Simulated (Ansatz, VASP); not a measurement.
# LiBe: VASP beside Ansatz

The input POSCAR:

```
LiBe
1.0
    2.2959861536      0.0000000000      0.0000000000
    0.0000000000      3.6127729800      0.0000000000
   -0.4017425219      0.0000000000      5.5135259934
Be Li
2 2
Direct
    0.2435819200      0.7500000000      0.4238283600
    0.7564180800      0.2500000000      0.5761716400
    0.2631524400      0.7500000000      0.8451422600
    0.7368475600      0.2500000000      0.1548577400
```

The input INCAR.step1:

```
ALGO = Normal
EDIFF = 1E-4
ENCUT = 520
GGA = PE
ISMEAR = -1
LASPH = True
LCHARG = False
LREAL = False
LWAVE = True
NBANDS = 13
NELM = 100
PREC = Accurate
SIGMA = 0.05
```

The input INCAR.step2:

```
ALGO = Normal
EDIFF = 1E-6
ENCUT = 520
ISIF = 2
ISMEAR = -1
ISTART = 1
LASPH = True
LCHARG = False
LMIXTAU = True
LREAL = False
LWAVE = False
METAGGA = R2SCAN
NBANDS = 13
NELM = 100
PREC = Accurate
SIGMA = 0.05
```

KPOINTS

```
k-points
0
Gamma
  7 4 3
```

input.yaml

```yaml
crystal:
  lattice:
    - [2.2959861536, 0.0, 0.0]
    - [0.0, 3.61277298, 0.0]
    - [-0.4017425219, 0.0, 5.5135259934]
  atoms:
    - { symbol: Be, position: [0.24358192, 0.75, 0.42382836] }
    - { symbol: Be, position: [0.75641808, 0.25, 0.57617164] }
    - { symbol: Li, position: [0.26315244, 0.75, 0.84514226] }
    - { symbol: Li, position: [0.73684756, 0.25, 0.15485774] }
hamiltonian:
  xc: r2scan
  pseudopotentials: { kind: paw }
kpoints:
  mp_grid: { grid: [7, 4, 3] }
scf:
  occupations: { method: fermi_dirac, width: 0.05 }
  n_extra_bands: 10
output:
  forces: true
  stress: true
  eigenvalues: true
  dos: { projected: true, de: 0.05, nscf_kmesh: { grid: [11, 6, 5] } }
  write_density: true
  write_potential: true
  elf: true
  volumetric_format: npy
```

Alike in both runs: functional r2SCAN; k mesh 7 × 4 × 3; occupations fermi-dirac, width 0.05 eV; no spin polarisation.

|  | VASP | Ansatz |
| --- | --- | --- |
| version | VASP 6.6.1 | Ansatz 0.2.0 |
| potentials or method | VASP PAW PBE potentials, release 64 (Be, Li_sv) | Ansatz PAW |
| plane-wave cutoff (eV) | 520 | 500 |
| valence electrons in the cell | 10 | 10 |
| task | single point | projected density of states |

VASP gave:

```
gap on the k mesh at the Fermi level (eV) : none
rms of the force components (eV/Å)        : 0.028
```

Q: Estimate Ansatz's values.

A: gap on the k mesh at the Fermi level (eV): none; rms of the force components (eV/Å): 0.037.

VASP's potentials were made for PBE, not for r2SCAN. Atom by atom the forces differ by 0.020 eV/Å (rms over components). A gap of «none» marks a metal or a gap that the smearing closes. With one functional, cell and mesh, what is left measures potentials, basis and numerics.

The k mesh is coarse, so the values compare programs but aren't converged. Noted on VASP's run: the cutoff is short for stress, so the pressure is rough.
